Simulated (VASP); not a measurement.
# CdTe in VASP: a series of runs

CdTe is run at these levels: PBE; tasks: single point.

Program: VASP 6.6.1. These are calculated values, not measurements. Logs are shortened: lines on timing, memory, paths and dates and some standing lists are left out, and cuts for length are marked.

**1. The cell of the first run**

The cell holds a wire or tube with vacuum around it, 2 atoms: a = 9.000 Å, b = 9.300 Å, c = 5.158 Å, α = 90.00°, β = 90.00°, γ = 90.00°.

**2. Single point, PBE, collinear spin**

INCAR reads:

```
ALGO = Normal
EDIFF = 1E-7
ENCUT = 520
GGA = PE
ISIF = 2
ISMEAR = 0
ISPIN = 2
LASPH = True
LCHARG = False
LORBIT = 11
LREAL = False
LWAVE = False
MAGMOM = 0.5 0.5
NBANDS = 20
NELM = 150
PREC = Accurate
SIGMA = 0.05
```

KPOINTS reads:

```
k-points
0
Gamma
  1 1 13
```

POSCAR reads:

```
CdTe
1.0
    9.0000000000      0.0000000000      0.0000000000
    0.0000000000      9.3000000000      0.0000000000
    0.0000000000      0.0000000000      5.1577320350
Cd Te
1 1
Direct
    0.5000000000      0.5000000000      0.0000000000
    0.5000000000      0.5000000000      0.5000000000
```

Potentials or basis: VASP PAW PBE potentials, release 64 (Cd, Te).

Command:

```sh
$ cat potpaw_PBE.64/Cd/POTCAR potpaw_PBE.64/Te/POTCAR > POTCAR
$ mpirun -np 1 vasp_std > vasp.out
```

OUTCAR:

```text
EDIFF = 1E-7
   ENCUT = 520
   GGA = PE
   ISIF = 2
   ISMEAR = 0
   ISPIN = 2
   LASPH = True
   LORBIT = 11
   LREAL = False
   NELM = 150
   PREC = Accurate

 ion  position               nearest neighbor table
   1  0.500  0.500  0.000-   2 2.58   2 2.58
   2  0.500  0.500  0.500-   1 2.58   1 2.58

  LATTYP: Found a simple orthorhombic cell.
 ALAT       =     5.1577320350
 B/A-ratio  =     1.7449530024
 C/A-ratio  =     1.8031181025

  Lattice vectors:

 A1 = (   0.0000000000,   0.0000000000,   5.1577320350)
 A2 = (   9.0000000000,   0.0000000000,   0.0000000000)
 A3 = (   0.0000000000,   9.3000000000,   0.0000000000)

Analysis of symmetry for initial positions (statically):
=====================================================================
 Subroutine PRICEL returns:
 Original cell was already a primitive cell.

 Routine SETGRP: Setting up the symmetry group for a
 simple orthorhombic supercell.

 Subroutine GETGRP returns: Found  8 space group operations
 (whereof  8 operations were pure point group operations)
 out of a pool of  8 trial point group operations.

The static configuration has the point symmetry D_2h.

Analysis of symmetry for dynamics (positions and initial velocities):
=====================================================================
 Subroutine PRICEL returns:
 Original cell was already a primitive cell.

 Routine SETGRP: Setting up the symmetry group for a
 simple orthorhombic supercell.

 Subroutine GETGRP returns: Found  8 space group operations
 (whereof  8 operations were pure point group operations)
 out of a pool of  8 trial point group operations.

The dynamic configuration has the point symmetry D_2h.

Analysis of structural, dynamic, and magnetic symmetry:
=====================================================================
 Subroutine PRICEL returns:
 Original cell was already a primitive cell.

 Routine SETGRP: Setting up the symmetry group for a
 simple orthorhombic supercell.

 Subroutine GETGRP returns: Found  8 space group operations
 (whereof  8 operations were pure point group operations)
 out of a pool of  8 trial point group operations.

The overall configuration has the point symmetry D_2h.

 Subroutine INISYM returns: Found  8 space group operations
 (whereof  8 operations are pure point group operations),
 and found     1 'primitive' translations

[... 98 lines left out ...]
  Fermi-wavevector in a.u.,A,eV,Ry     =   0.567681  1.072761  4.384635  0.322262
  Thomas-Fermi vector in A             =   1.606594
   LORBIT       =     11    0 simple, 1 ext, 2 COOP (PROOUT), +10 PAW based schemes
   GGA     = PE    functional components
   LHFCALC =     F    Hartree Fock is set to
   AEXX    =    0.0000 exact exchange contribution
   IVDW    =     0    specifies the selected vdW correction
   LEPSILON=     F    determine dielectric tensor
   LRPA    =     F    only Hartree local field effects (RPA)
 spin polarized calculation
 Gauss-broadening in eV      SIGMA  =   0.05
  energy-cutoff  :      520.00
  volume of cell :      431.70
 maximum number of plane-waves:     11645
 NGX is ok and might be reduce to    70
   NGX = 33   NGY = 35   NGZ = 19

 number of electron      18.0000001 magnetization       0.1191678

 Free energy of the ion-electron system (eV)
  ---------------------------------------------------
  ext. energy  EPLUGINS =         0.00000000
  ---------------------------------------------------
  free energy    TOTEN  =        -2.88582815 eV

  energy without entropy =       -2.87983256  energy(sigma->0) =       -2.88283036

 E-fermi :  -4.1731     XC(G=0):  -2.4324

 val. band max:       -4.1855407763   @ k =   0.0000   0.0000   0.4615
 cond. band min:      -3.8564677416   @ k =   0.0000   0.0000   0.0769
 fundamental gap:      0.3290730347
 Fermi energy:        -4.1730872156

 spin component 1

 k-point     1 :       0.0000    0.0000    0.0000
  band No.  band energies     occupation
      1     -15.1049      1.00000
      2     -12.8051      1.00000
      3     -12.8050      1.00000
      4     -12.6552      1.00000
      5     -12.6552      1.00000
      6     -11.8601      1.00000
[... 137 lines left out ...]
      6     -12.6550      1.00000
[... 12 lines left out ...]
     19       3.4653      0.00000
     20       3.5101      0.00000
 Fermi energy:        -4.1730872156

 spin component 2

 k-point     1 :       0.0000    0.0000    0.0000
  band No.  band energies     occupation
      1     -15.0675      1.00000
      2     -12.8002      1.00000
      3     -12.8001      1.00000
      4     -12.6526      1.00000
      5     -12.6526      1.00000
      6     -11.8379      1.00000
[... 150 lines left out ...]
     19       3.4863      0.00000
     20       3.5259      0.00000

------------------------ aborting loop because EDIFF is reached ----------------------------------------

  FORCE on cell =-STRESS in cart. coord.  units (eV):
  Direction    XX          YY          ZZ          XY          YZ          ZX
  --------------------------------------------------------------------------------------
  -------------------------------------------------------------------------------------
  Total        0.0547207      0.0371169      1.6697434      0.0000000      0.0000000      0.0000000
  in kB        0.2030849      0.1377519      6.1969230      0.0000000      0.0000000      0.0000000
  external PRESSURE =       2.1792533 kB  Pullay stress =       0.0000000 kB

 VOLUME and BASIS-vectors are now :
 -----------------------------------------------------------------------------
  energy-cutoff  :      520.00
  volume of cell :      431.70
      direct lattice vectors                 reciprocal lattice vectors
     9.000000000  0.000000000  0.000000000     0.111111111  0.000000000  0.000000000
     0.000000000  9.300000000  0.000000000     0.000000000  0.107526882  0.000000000
     0.000000000  0.000000000  5.157732035     0.000000000  0.000000000  0.193883667

 POSITION                                       TOTAL-FORCE (eV/Angst)
 -----------------------------------------------------------------------------------
      4.50000      4.65000      0.00000         0.000000      0.000000      0.000000
      4.50000      4.65000      2.57887         0.000000      0.000000      0.000000
 -----------------------------------------------------------------------------------
    total drift:                                0.000000      0.000000      0.000000

  FREE ENERGIE OF THE ION-ELECTRON SYSTEM (eV)
  ---------------------------------------------------
  free  energy   TOTEN  =        -2.8858281527 eV

  energy  without entropy=       -2.8798325586  energy(sigma->0) =       -2.88283036

 total charge

# of ion       s       p       d       tot
------------------------------------------
    1        0.515   0.237   9.535  10.287
    2        1.330   2.080   0.014   3.423
--------------------------------------------------
tot          1.845   2.316   9.549  13.710

 magnetization (x)

# of ion       s       p       d       tot
------------------------------------------
    1        0.003  -0.002   0.003   0.005
    2        0.003   0.052   0.000   0.055
--------------------------------------------------
tot          0.006   0.051   0.003   0.060
```

OSZICAR:

```text
N       E                     dE             d eps       ncg     rms          rms(c)
DAV:   1     0.122995856456E+03    0.12300E+03   -0.47433E+03   560   0.568E+02
DAV:   2     0.669717646348E+01   -0.11630E+03   -0.10973E+03   696   0.139E+02
[... 18 lines left out ...]
DAV:  21    -0.288581991050E+01   -0.35070E-05   -0.23503E-07   592   0.129E-03    0.131E-03
DAV:  22    -0.288582523405E+01   -0.53236E-05   -0.41840E-07   592   0.160E-03    0.337E-04
DAV:  23    -0.288582707032E+01   -0.18363E-05   -0.10223E-07   544   0.700E-04    0.190E-04
DAV:  24    -0.288582770208E+01   -0.63176E-06   -0.71048E-08   520   0.570E-04    0.108E-04
DAV:  25    -0.288582806736E+01   -0.36528E-06   -0.14509E-08   484   0.262E-04    0.941E-05
DAV:  26    -0.288582815267E+01   -0.85308E-07   -0.51622E-09   480   0.157E-04
   1 F= -.28858282E+01 E0= -.28828304E+01  d E =-.599559E-02  mag=     0.1192
```

Wall time 1.8 min (1 thread of Intel Xeon 6975P-C (Granite Rapids), shared host); peak memory 0.64 GiB.

Results:

```yaml
Free_energy: -2.8858 eV
Net_moment: 0.12 μB per cell
Site_moments: Cd +0.01; Te +0.06 μB
Valence_electrons_inside_the_program's_atomic_spheres: Cd 10.29; Te 3.42
```

Caveat: spin-orbit coupling is left out, which moves the levels of the heavy elements.

**3. Single point, PBE, collinear spin**

This run uses another cell than the first one.

INCAR reads:

```
SYSTEM = CdTe
  PREC = Accurate
  ENCUT = 520
  EDIFF = 1E-7
  ISMEAR = 0
  SIGMA = 0.05
  LREAL = .False.
  LASPH = .True.
  NELM = 150
  ALGO = Normal
  ISIF = 2
  LWAVE = .False.
  LCHARG = .False.
  ISPIN = 2
  MAGMOM = 0.5 0.5
  LORBIT = 11
  GGA = PE
  NBANDS = 20
```

KPOINTS reads:

```
Automatic mesh
0
Gamma
  1 1 13
  0 0 0
```

Changes to POSCAR since step 2:

```diff
@@ -4,3 +4,3 @@
     0.0000000000      9.3000000000      0.0000000000
-    0.0000000000      0.0000000000      5.1577320350
+    0.0000000000      0.0000000000      5.2465857019
 Cd Te
```

Potentials or basis: VASP PAW PBE potentials, release 64 (Cd, Te).

Command:

```sh
$ cat potpaw_PBE.64/Cd/POTCAR potpaw_PBE.64/Te/POTCAR > POTCAR
$ mpirun -np 1 vasp_std > vasp.out
```

Wall time 1.8 min (1 thread of Intel Xeon 6975P-C (Granite Rapids), shared host); peak memory 0.64 GiB.

The run converged. Its results:

```yaml
Free_energy: -2.9036 eV
Net_moment: 0.15 μB per cell
Site_moments: Cd +0.00; Te +0.08 μB
Valence_electrons_inside_the_program's_atomic_spheres: Cd 10.27; Te 3.40
```

Levels at points of the mesh, in eV from the Fermi level:
Spin up:
```tsv
k point	band 5	band 6	band 7	band 8	band 9	band 10	band 11	band 12	band 13	band 14
(0.00, 0.00, 0.00)	-8.42	-7.70	-2.31	-0.73	-0.73	-0.17	4.40	4.95	4.98	5.48
```
Spin down:
| k point | band 6 | band 7 | band 8 | band 9 | band 10 | band 11 | band 12 | band 13 |
| --- | --- | --- | --- | --- | --- | --- | --- | --- |
| (0.00, 0.00, 0.00) | -7.67 | -2.27 | -0.63 | -0.63 | -0.17 | 4.41 | 4.97 | 5.00 |

Caveat: spin-orbit coupling is left out, which moves the levels of the heavy elements.

**4. Single point, PBE, collinear spin**

This run uses another cell than the first one.

INCAR reads:

```
  PREC = Accurate
  ENCUT = 520
  EDIFF = 1E-6
  ISMEAR = 0
  SIGMA = 0.05
  LREAL = F
  LASPH = T
  NELM = 150
  ALGO = Normal
  ISIF = 2
  LWAVE = F
  LCHARG = F
  ISPIN = 2
  MAGMOM = 0.5 0.5
  LORBIT = 11
  GGA = PE
  NBANDS = 20
```

KPOINTS reads:

```
Automatic mesh
0
Gamma
  1 1 13
```

POSCAR reads:

```
CdTe
1.0
    9.0000000000      0.0000000000      0.0000000000
    0.0000000000      9.3000000000      0.0000000000
    0.0000000000      0.0000000000      5.2456708215
Cd Te
1 1
Direct
    0.5000000000      0.5000000000     -0.0175013478
    0.5000000000      0.5000000000      0.4825013478
```

Potentials or basis: VASP PAW PBE potentials, release 64 (Cd, Te).

Command:

```sh
$ cat potpaw_PBE.64/Cd/POTCAR potpaw_PBE.64/Te/POTCAR > POTCAR
$ mpirun -np 1 vasp_std > vasp.out
```

OUTCAR:

```text
PREC = Accurate
   ENCUT = 520
   EDIFF = 1E-6
   ISMEAR = 0
   LREAL = F
   LASPH = T
   NELM = 150
   ISIF = 2
   ISPIN = 2
   LORBIT = 11
   GGA = PE

 ion  position               nearest neighbor table
   1  0.500  0.500  0.982-   2 2.62   2 2.62
   2  0.500  0.500  0.483-   1 2.62   1 2.62

  LATTYP: Found a simple orthorhombic cell.
 ALAT       =     5.2456708215
 B/A-ratio  =     1.7157004902
 C/A-ratio  =     1.7728905066

  Lattice vectors:

 A1 = (   0.0000000000,   0.0000000000,   5.2456708215)
 A2 = (   9.0000000000,   0.0000000000,   0.0000000000)
 A3 = (   0.0000000000,   9.3000000000,   0.0000000000)

Analysis of symmetry for initial positions (statically):
=====================================================================
 Subroutine PRICEL returns:
 Original cell was already a primitive cell.

 Routine SETGRP: Setting up the symmetry group for a
 simple orthorhombic supercell.

[... 342 lines left out ...]
      2     -12.7344      1.00000
      3     -12.7342      1.00000
      4     -12.6128      1.00000
      5     -12.6128      1.00000
      6     -11.8593      1.00000
[... 150 lines left out ...]
     19       3.3423      0.00000
     20       3.4738      0.00000

------------------------ aborting loop because EDIFF is reached ----------------------------------------

  FORCE on cell =-STRESS in cart. coord.  units (eV):
  Direction    XX          YY          ZZ          XY          YZ          ZX
  --------------------------------------------------------------------------------------
  -------------------------------------------------------------------------------------
  Total        0.0540710      0.0369986      0.2070004      0.0000000      0.0000000      0.0000000
  in kB        0.1973098      0.1350110      0.7553624      0.0000000      0.0000000      0.0000000
  external PRESSURE =       0.3625611 kB  Pullay stress =       0.0000000 kB

 VOLUME and BASIS-vectors are now :
 -----------------------------------------------------------------------------
  energy-cutoff  :      520.00
  volume of cell :      439.06
      direct lattice vectors                 reciprocal lattice vectors
     9.000000000  0.000000000  0.000000000     0.111111111  0.000000000  0.000000000
     0.000000000  9.300000000  0.000000000     0.000000000  0.107526882  0.000000000
     0.000000000  0.000000000  5.245670822     0.000000000  0.000000000  0.190633388

 POSITION                                       TOTAL-FORCE (eV/Angst)
 -----------------------------------------------------------------------------------
      4.50000      4.65000      5.15386         0.000000      0.000000     -0.000000
      4.50000      4.65000      2.53104         0.000000      0.000000      0.000000
 -----------------------------------------------------------------------------------
    total drift:                                0.000000      0.000000     -0.001197

  FREE ENERGIE OF THE ION-ELECTRON SYSTEM (eV)
  ---------------------------------------------------
  free  energy   TOTEN  =        -2.9035850079 eV

  energy  without entropy=       -2.8990638976  energy(sigma->0) =       -2.90132445

 total charge

# of ion       s       p       d       tot
------------------------------------------
    1        0.521   0.214   9.533  10.268
    2        1.337   2.051   0.012   3.401
--------------------------------------------------
tot          1.858   2.265   9.546  13.669

 magnetization (x)

# of ion       s       p       d       tot
------------------------------------------
    1       -0.002  -0.002   0.004   0.000
    2        0.002   0.074  -0.000   0.076
--------------------------------------------------
tot         -0.000   0.072   0.004   0.076
```

stdout:

```text
POSCAR found type information on POSCAR CdTe
 POSCAR found :  2 types and       2 ions
 scaLAPACK will be used
 LDA part: xc-table for (Slater+PW92), standard interpolation
 POSCAR, INCAR and KPOINTS ok, starting setup
 FFT: planning ... GRIDC
 FFT: planning ... GRID_SOFT
 FFT: planning ... GRID
 WAVECAR not read
 entering main loop
```

Run time: 96 s. Hardware: 1 thread of Intel Xeon 6975P-C (Granite Rapids), shared host; peak memory 0.65 GiB.

What came out:

| Quantity | Value |
| --- | --- |
| Free energy | -2.9036 eV |
| Net moment | 0.15 μB per cell |
| Site moments | Cd +0.00; Te +0.08 μB |
| Valence electrons inside the program's atomic spheres | Cd 10.27; Te 3.40 |

Caveat: spin-orbit coupling is left out, which moves the levels of the heavy elements.

**5. The runs side by side**

```csv
cell,gap on the mesh (eV),moment (μB)
"a = 9.000, b = 9.300, c = 5.158 Å, 2 atoms",none,0.12
"a = 9.000, b = 9.300, c = 5.247 Å, 2 atoms",none,0.15
"a = 9.000, b = 9.300, c = 5.246 Å, 2 atoms",none,0.15
```

Alike in all rows: task single point; level PBE; potentials or basis VASP PAW PBE potentials, release 64 (Cd, Te); spin collinear; k mesh 1 × 1 × 13; cutoff (eV) 520; smearing gaussian 0.05 eV.

Caveats: spin-orbit coupling is left out, which moves the levels of the heavy elements.

Absolute energies hang on the potentials; compare differences alone.
